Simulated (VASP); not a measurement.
# WSe2 (R3m) in VASP: single point with PBE+D3(BJ)

Aim: the single point of WSe2 with PBE+D3(BJ).

Everything below comes from runs of VASP 6.6.1. Logs are shortened: lines on timing, memory, paths and dates and some standing lists are left out, and cuts for length are marked.

## Step 1: The cell of the first run

The structure is trigonal, space group R3m (No. 160). The conventional cell has a = 3.279 Å, b = 3.279 Å, c = 42.034 Å, α = 90.00°, β = 90.00°, γ = 120.00°. W (site symmetry 3m) has 6 Se at 2.53 Å and 6 W at 3.28 Å within 3.3 Å. W (site symmetry 3m) has 6 Se at 2.53 Å and 6 W at 3.28 Å within 3.3 Å. Se (site symmetry 3m) has 3 W at 2.53 Å and 7 Se at 3.28 to 3.37 Å within 3.4 Å. Within 3.4 Å of Se (site symmetry 3m) lie 3 W at 2.53 Å and 7 Se at 3.28 to 3.37 Å. Se (site symmetry 3m) has 3 W at 2.53 Å and 7 Se at 3.28 to 3.37 Å within 3.4 Å. Se (site symmetry 3m) has 3 W at 2.53 Å and 7 Se at 3.28 to 3.37 Å within 3.4 Å.

## Step 2: Single point, PBE+D3(BJ)

Contents of INCAR:

```
SYSTEM = WSe2
ALGO     = Normal         ! electronic algorithm
EDIFF    = 1E-6           ! SCF threshold, eV
ENCUT    = 500            ! plane-wave cutoff, eV
GGA      = PE             ! functional
GGA_COMPAT= .FALSE.      
ISIF     = 2              ! what is computed and relaxed
ISMEAR   = 0              ! smearing method
IVDW     = 12             ! dispersion correction
LASPH    = .TRUE.         ! aspherical terms in the spheres
LCHARG   = .FALSE.        ! write CHGCAR
LREAL    = .FALSE.        ! projectors in reciprocal space
LWAVE    = .FALSE.        ! write WAVECAR
NBANDS   = 35             ! bands
NELM     = 120            ! most SCF steps
PREC     = Accurate       ! precision mode
SIGMA    = 0.05           ! smearing width, eV
```

Contents of KPOINTS:

```
k-points
0
G
  9 9 2
  0 0 0
```

Contents of POSCAR:

```
WSe2
1.0
   -3.2789854852      0.0000000000      0.0000000000
   -1.6394927426     -2.8396847288      0.0000000000
   -1.6394927426     -0.9465615763     14.0112373504
W Se
2 4
Direct
   -0.2500000000     -0.2500000000      0.7500000000
   -0.0833333333     -0.0833333333      0.2500000000
    0.0432411913      0.0432411913      0.8702764262
    0.2099078579      0.2099078579      0.3702764262
    0.2900921421      0.2900921421      0.1297235738
    0.1234254754      0.1234254754      0.6297235738
```

Potentials or basis: VASP PAW PBE potentials, release 64 (W_sv, Se).

The run is started by

```sh
> cat potpaw_PBE.64/W_sv/POTCAR potpaw_PBE.64/Se/POTCAR > POTCAR
> mpirun -np 1 vasp_std > vasp.out
```

OUTCAR:

```text
SYSTEM = WSe2
   EDIFF = 1E-6
   ENCUT = 500
   GGA = PE
   ISIF = 2
   ISMEAR = 0
   IVDW = 12
   LASPH = .TRUE.
   LREAL = .FALSE.
   NELM = 120
   PREC = Accurate
 IVDW          = 12

 ion  position               nearest neighbor table
   1  0.750  0.750  0.750-   3 2.53   3 2.53   6 2.53   6 2.53   6 2.53   3 2.53
   2  0.917  0.917  0.250-   4 2.53   5 2.53   5 2.53   5 2.53   4 2.53   4 2.53
   3  0.043  0.043  0.870-   1 2.53   1 2.53   1 2.53
   4  0.210  0.210  0.370-   2 2.53   2 2.53   2 2.53
   5  0.290  0.290  0.130-   2 2.53   2 2.53   2 2.53
   6  0.123  0.123  0.630-   1 2.53   1 2.53   1 2.53

  LATTYP: Found a trigonal (rhomboedric) cell.
 ALAT       =    14.1385532273
 COS(alpha) =     0.9731070125

  Lattice vectors:

 A1 = (   1.6394927426,  -0.9465615763,  14.0112373504)
 A2 = (   0.0000000000,   1.8931231525,  14.0112373504)
 A3 = (  -1.6394927426,  -0.9465615763,  14.0112373504)

Analysis of symmetry for initial positions (statically):
=====================================================================
 Subroutine PRICEL returns:
 Original cell was already a primitive cell.

 Routine SETGRP: Setting up the symmetry group for a
 trigonal (rhombohedral) supercell.

 Subroutine GETGRP returns: Found  6 space group operations
 (whereof  6 operations were pure point group operations)
 out of a pool of 12 trial point group operations.

The static configuration has the point symmetry C_3v.

Analysis of symmetry for dynamics (positions and initial velocities):
=====================================================================
 Subroutine PRICEL returns:
 Original cell was already a primitive cell.

 Routine SETGRP: Setting up the symmetry group for a
 trigonal (rhombohedral) supercell.

 Subroutine GETGRP returns: Found  6 space group operations
 (whereof  6 operations were pure point group operations)
 out of a pool of 12 trial point group operations.

The dynamic configuration has the point symmetry C_3v.

 Subroutine INISYM returns: Found  6 space group operations
 (whereof  6 operations are pure point group operations),
 and found     1 'primitive' translations

----------------------------------------------------------------------------------------

                                     Primitive cell

  volume of cell :     130.4626

  direct lattice vectors                    reciprocal lattice vectors
    -3.278985485  0.000000000  0.000000000    -0.304972378  0.176075884 -0.023790428
    -1.639492743 -2.839684729  0.000000000     0.000000000 -0.352151769 -0.023790428
    -1.639492743 -0.946561576 14.011237350     0.000000000  0.000000000  0.071371284

  length of vectors
     3.278985485  3.278985485 14.138553227     0.352954463  0.352954463  0.071371284

  position of ions in fractional coordinates (direct lattice)
     0.750000000  0.750000000  0.750000000
     0.916666667  0.916666667  0.250000000
     0.043241191  0.043241191  0.870276426
     0.209907858  0.209907858  0.370276426
     0.290092142  0.290092142  0.129723574
     0.123425475  0.123425475  0.629723574

  ion indices of the primitive-cell ions
   primitive index   ion index
                 1           1
                 2           2
                 3           3
                 4           4
                 5           5
                 6           6

----------------------------------------------------------------------------------------

 KPOINTS: k-points

Automatic generation of k-mesh.
 Grid dimensions read from file:
 generate k-points for:    9    9    2

 Generating k-lattice:

  Cartesian coordinates                     Fractional coordinates (reciprocal lattice)
    -0.033885820  0.019563987 -0.002643381     0.111111111  0.000000000  0.000000000
     0.000000000 -0.039127974 -0.002643381     0.000000000  0.111111111  0.000000000
     0.000000000  0.000000000  0.035685642     0.000000000  0.000000000  0.500000000

  Length of vectors
     0.039217163  0.039217163  0.035685642

  Shift w.r.t. Gamma in fractional coordinates (k-lattice)
     0.000000000  0.000000000  0.000000000

 -----------------------------------------------------------------------------
|                                                                             |
|           W    W    AA    RRRRR   N    N  II  N    N   GGGG   !!!           |
|           W    W   A  A   R    R  NN   N  II  NN   N  G    G  !!!           |
|           W    W  A    A  R    R  N N  N  II  N N  N  G       !!!           |
|           W WW W  AAAAAA  RRRRR   N  N N  II  N  N N  G  GGG   !            |
|           WW  WW  A    A  R   R   N   NN  II  N   NN  G    G                |
|           W    W  A    A  R    R  N    N  II  N    N   GGGG   !!!           |
|                                                                             |
|     Your reciprocal lattice and k-lattice belong to different lattice       |
|     classes:                                                                |
|                                                                             |
|        The reciprocal lattice is rhombohedral (trigonal),                   |
|        whereas your k-lattice is base-centered monoclinic.                  |
|                                                                             |
|     Results are often still useful ...                                      |
|                                                                             |
 -----------------------------------------------------------------------------

 WARNING: IBZKPT: internal override: KBLOWUP is changed to .FALSE.
      ... skipping the blow-up phase ...

 Subroutine IBZKPT returns following result:
 ===========================================

 Found     50 irreducible k-points:

 Following reciprocal coordinates:
            Coordinates               Weight
  0.000000  0.000000  0.000000      1.000000
  0.111111  0.000000  0.000000      4.000000
  0.222222  0.000000 -0.000000      4.000000
  0.333333  0.000000 -0.000000      4.000000
  0.444444  0.000000 -0.000000      4.000000
  0.111111  0.111111 -0.000000      2.000000
[... 16 lines left out ...]
 -0.333333  0.333333  0.000000      2.000000
  0.444444  0.444444  0.000000      2.000000
 [... further k-points ...]
   k-points           NKPTS =     50   k-points in BZ     NKDIM =     50   number of bands    NBANDS=     35
   number of dos      NEDOS =    301   number of ions     NIONS =      6
   total plane-waves  NPLWV =  62208
   dimension x,y,z NGX =    24 NGY =   24 NGZ =  108
   dimension x,y,z NGXF=    48 NGYF=   48 NGZF=  216
   ions per type =               2   4
   NGX,Y,Z   is equivalent  to a cutoff of  12.17, 12.17, 12.70 a.u.
   NGXF,Y,Z  is equivalent  to a cutoff of  24.34, 24.34, 25.40 a.u.
 SYSTEM =  WSe2
   PREC   = accura    normal or accurate (medium, high low for compatibility)
   ISTART =      0    job   : 0-new  1-cont  2-samecut
   ICHARG =      2    charge: 1-file 2-atom 10-const
   ISPIN  =      1    spin polarized calculation?
   LNONCOLLINEAR =      F non collinear calculations
   LSORBIT =      F    spin-orbit coupling
   LASPH  =      T    aspherical Exc in radial PAW
   ENCUT  =  500.0 eV  36.75 Ry    6.06 a.u.   5.98  5.98 25.78*2*pi/ulx,y,z
   NELM   =    120;   NELMIN=  2; NELMDL= -5     # of ELM steps
   EDIFF  = 0.1E-05   stopping-criterion for ELM
   LREAL  =      F    real-space projection
   EDIFFG = 0.1E-04   stopping-criterion for IOM
   NSW    =      0    number of steps for IOM
   IBRION =     -1    ionic relax: 0-MD 1-quasi-New 2-CG
   NFREE  =      0    steps in history (QN), initial steepest desc. (CG)
   ISIF   =      2    stress and relaxation
   ISYM   =      2    0-nonsym 1-usesym 2-fastsym
   POTIM  = 0.5000    time-step for ionic-motion
   TEBEG  =    0.0;   TEEND  =   0.0 temperature during run
   PSTRESS=    0.0 pullay stress
   NELECT =      52.0000    total number of electrons
   NUPDOWN=      -1.0000    fix difference up-down
   EMIN   =  10.00;   EMAX   =-10.00  energy-range for DOS
   EFERMI =   0.00;   METHOD = LEGACY
   ISMEAR =     0;   SIGMA  =   0.05  broadening in eV -4-tet -1-fermi 0-gaus
   EFERMI_NEDOS =   21; number of points for ismear=-14 and -15
   IALGO  =     38    algorithm
   IMIX   =      4    mixing-type and parameters
     AMIX     =   0.40;   BMIX     =  1.00
     AMIX_MAG =   1.60;   BMIX_MAG =  1.00
  volume/ion in A,a.u.               =      21.74       146.73
  Fermi-wavevector in a.u.,A,eV,Ry     =   1.204797  2.276736 19.749347  1.451536
  Thomas-Fermi vector in A             =   2.340512
   LORBIT       =      0    0 simple, 1 ext, 2 COOP (PROOUT), +10 PAW based schemes
   GGA     = PE    functional components
   LHFCALC =     F    Hartree Fock is set to
   AEXX    =    0.0000 exact exchange contribution
   IVDW    =    12    specifies the selected vdW correction
   LEPSILON=     F    determine dielectric tensor
   LRPA    =     F    only Hartree local field effects (RPA)
 non-spin polarized calculation
 Gauss-broadening in eV      SIGMA  =   0.05
  energy-cutoff  :      500.00
  volume of cell :      130.46
 maximum number of plane-waves:      3350
   NGX = 11   NGY = 11   NGZ = 51

 number of electron      52.0000008 magnetization

 Free energy of the ion-electron system (eV)
  ---------------------------------------------------
  ext. energy  EPLUGINS =         0.00000000
  ---------------------------------------------------
  free energy    TOTEN  =       -43.15620867 eV

  energy without entropy =      -43.15620867  energy(sigma->0) =      -43.15620867

 E-fermi :   5.4738     XC(G=0): -10.2383

 val. band max:        5.2669644125   @ k =   0.0000   0.0000   0.0000
 cond. band min:       6.6460759614   @ k =  -0.2222   0.1111   0.0000
 fundamental gap:      1.3791115489
 Fermi energy:         5.4737557952

 k-point     1 :       0.0000    0.0000    0.0000
  band No.  band energies     occupation
      1     -68.8050      2.00000
      2     -68.7968      2.00000
      3     -33.0578      2.00000
      4     -33.0492      2.00000
      5     -32.9152      2.00000
      6     -32.9152      2.00000
[... 27 lines left out ...]
     34       8.4107      0.00000
     35       9.8994      0.00000
[... 843 lines left out ...]
      5     -33.0129      2.00000
      6     -33.0043      2.00000
[... 27 lines left out ...]
     34       9.7497      0.00000
     35       9.8560      0.00000

 [... further k-points ...]

------------------------ aborting loop because EDIFF is reached ----------------------------------------

 Edisp (eV)   -2.59358

 E8    (eV) :    -1.1569

  FORCE on cell =-STRESS in cart. coord.  units (eV):
  Direction    XX          YY          ZZ          XY          YZ          ZX
  --------------------------------------------------------------------------------------
  -------------------------------------------------------------------------------------
  Total       0.21216     0.21216    -0.32991     0.00000     0.00000    -0.00000
  in kB       2.60552     2.60552    -4.05158     0.00000     0.00000    -0.00000
  external pressure =        0.39 kB  Pullay stress =        0.00 kB

 VOLUME and BASIS-vectors are now :
 -----------------------------------------------------------------------------
  energy-cutoff  :      500.00
  volume of cell :      130.46
      direct lattice vectors                 reciprocal lattice vectors
    -3.278985485  0.000000000  0.000000000    -0.304972378  0.176075884 -0.023790428
    -1.639492743 -2.839684729  0.000000000     0.000000000 -0.352151769 -0.023790428
    -1.639492743 -0.946561576 14.011237350     0.000000000  0.000000000  0.071371284

 POSITION                                       TOTAL-FORCE (eV/Angst)
 -----------------------------------------------------------------------------------
     -4.91848     -2.83968     10.50843        -0.000000     -0.000000      0.029161
     -4.91848     -2.83968      3.50281        -0.000000      0.000000     -0.023280
     -1.63949     -0.94656     12.19365         0.000000     -0.000000      0.162953
     -1.63949     -0.94656      5.18803        -0.000000     -0.000000      0.044947
     -1.63949     -0.94656      1.81759        -0.000000      0.000000     -0.167019
     -1.63949     -0.94656      8.82321         0.000000      0.000000     -0.046762
 -----------------------------------------------------------------------------------
    total drift:                                0.000002      0.000001      0.000337

  FREE ENERGIE OF THE ION-ELECTRON SYSTEM (eV)
  ---------------------------------------------------
  free  energy   TOTEN  =       -45.7497917236 eV

  energy  without entropy=      -45.7497917236  energy(sigma->0) =      -45.74979172
```

It took 5 min on 1 thread of Intel Xeon Platinum 8375C at 2.90GHz (Ice Lake), shared host; peak memory 0.34 GiB.

Results:

| Quantity | Value |
| --- | --- |
| Free energy | -45.7498 eV |
| Pressure | 0.0 GPa |
| Largest force | 0.167 eV/Å |
| Band gap on the k mesh | 1.38 eV (least direct gap 1.66 eV) |
| Dispersion energy per atom | -0.432 eV |

Forces in eV/Å, atoms in the order of the input:
```
W    0.000  0.000  0.029
W    0.000  0.000 -0.023
Se   0.000  0.000  0.163
Se   0.000  0.000  0.045
Se   0.000  0.000 -0.167
Se   0.000  0.000 -0.047
```

Caveat: spin-orbit coupling is left out, which moves the levels of the heavy elements; an odd mesh through Γ misses points on the zone boundary, where band edges can lie.
